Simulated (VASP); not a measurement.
Wanted: the native input for a VASP 6.6.1 run.

```yaml
Task: single point
Functional: r2SCAN
Potentials_or_basis: VASP PAW PBE potentials, release 64 (Nb_sv)
Cutoff: 550 eV
k_mesh: 22 × 22 × 22
Occupations: fermi-dirac, width 0.05 eV
Spin: collinear spin
Starting_moments: "[1.0] μB"
Dipole_correction: no
Further_INCAR_settings: ALGO = Normal; EDIFF = 1e-06; NBANDS = 16
```

Crystal: Nb.

```
Nb
1.0
    -1.60462    1.60462    1.60462
     1.60462   -1.60462    1.60462
     1.60462    1.60462   -1.60462
Nb
1
Direct
  0.00000 0.00000 0.00000
```

One way to write it, as run:

POSCAR

```
Nb
1.0
   -1.6046179555      1.6046179555      1.6046179555
    1.6046179555     -1.6046179555      1.6046179555
    1.6046179555      1.6046179555     -1.6046179555
Nb
1
Direct
    0.0000000000      0.0000000000      0.0000000000
```

INCAR.step1

```
SYSTEM = Nb
PREC     = Accurate       ! precision mode
ENCUT    = 550            ! plane-wave cutoff, eV
ISMEAR   = -1             ! smearing method
SIGMA    = 0.05           ! smearing width, eV
LREAL    = .FALSE.        ! projectors in reciprocal space
LASPH    = .TRUE.         ! aspherical terms in the spheres
NELM     = 200            ! most SCF steps
ISPIN    = 2              ! spin polarisation
MAGMOM   = 1              ! initial moments
LMAXMIX  = 4              ! l up to which the mixer works
NBANDS   = 16             ! bands
GGA      = PE             ! functional
ALGO     = Normal         ! electronic algorithm
EDIFF    = 1E-5           ! SCF threshold, eV
LWAVE    = .TRUE.         ! write WAVECAR
LCHARG   = .FALSE.        ! write CHGCAR
GGA_COMPAT= .FALSE.
```

INCAR.step2

```
SYSTEM = Nb
PREC     = Accurate       ! precision mode
ENCUT    = 550            ! plane-wave cutoff, eV
EDIFF    = 1E-6           ! SCF threshold, eV
ISMEAR   = -1             ! smearing method
SIGMA    = 0.05           ! smearing width, eV
LREAL    = .FALSE.        ! projectors in reciprocal space
LASPH    = .TRUE.         ! aspherical terms in the spheres
NELM     = 200            ! most SCF steps
ALGO     = Normal         ! electronic algorithm
ISIF     = 2              ! what is computed and relaxed
LWAVE    = .FALSE.        ! write WAVECAR
LCHARG   = .FALSE.        ! write CHGCAR
ISPIN    = 2              ! spin polarisation
MAGMOM   = 1              ! initial moments
LORBIT   = 11             ! projections on sites
LMAXMIX  = 4              ! l up to which the mixer works
METAGGA  = R2SCAN         ! meta-GGA
LMIXTAU  = .TRUE.       
NBANDS   = 16             ! bands
ISTART   = 1            
GGA_COMPAT= .FALSE.
```

KPOINTS

```
Automatic mesh
0
G
  22 22 22
  0 0 0
```

Potentials or basis: VASP PAW PBE potentials, release 64 (Nb_sv).

The run is started by

```console
$ cat potpaw_PBE.64/Nb_sv/POTCAR > POTCAR
$ cp INCAR.step1 INCAR
$ mpirun -np 1 vasp_std > vasp.out
$ cp INCAR.step2 INCAR
$ mpirun -np 1 vasp_std > vasp.out
```

Results of the run:

```
Pressure                                              : 17.6 GPa
Net moment                                            : 0.00 μB per cell
Valence electrons inside the program's atomic spheres : Nb 10.85
```

Caveat: the cell stands under pressure; the PAW data sets were made with another functional, which shifts forces and pressure a little.

Wall time 22 min on 1 thread of Oxide Virtual Turin-like Processor (shared host), peak memory 0.22 GiB.
